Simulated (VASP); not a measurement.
GaSe3: single point with PBE

The system is GaSe3.

```
Ga Se
1.0
     0.00000    3.44537    3.44537
     3.44537    0.00000    3.44537
     3.44537    3.44537    0.00000
Ga Se
1 3
Cartesian
  0.0000 0.0000 0.0000
  3.4454 3.4454 3.4454
  1.7227 1.7227 1.7227
  5.1681 5.1681 5.1681
```

The cell was built from a structure type or drawn by symmetry, and may not be a known phase.

```
Program                : VASP 6.6.1
Task                   : single point
Functional             : PBE
Potentials or basis    : VASP PAW PBE potentials, release 64 (Ga_d, Se)
Cutoff                 : 520 eV
k mesh                 : 4 × 4 × 4
Occupations            : gaussian, width 0.1 eV
Spin                   : no spin polarisation
Dipole correction      : no
Further INCAR settings : ALGO = Normal; EDIFF = 1e-06; NBANDS = 24
```

* Pressure: -0.1 GPa
* Band gap on the k mesh: zero (an odd number of electrons rules out a gap without spin polarisation)

Levels at points of the mesh, in eV from the Fermi level:
```tsv
k point	band 13	band 14	band 15	band 16	band 17	band 18
(0.00, 0.00, 0.00)	-3.63	-3.63	-3.23	-1.31	-1.31	-1.31
(0.50, 0.00, 0.00)	-3.48	-2.02	-1.33	0.45	0.45	1.52
(0.50, 0.50, 0.00)	-0.65	-0.65	-0.07	0.01	0.43	0.43
```

Wall time 13 s on 1 thread of AMD EPYC 9R45 96-Core Processor (Zen 5) (shared host), peak memory 0.17 GiB.

Caveat: the k points lie up to 0.39 Å⁻¹ apart, too coarse for converged energies and pressures of a metal.
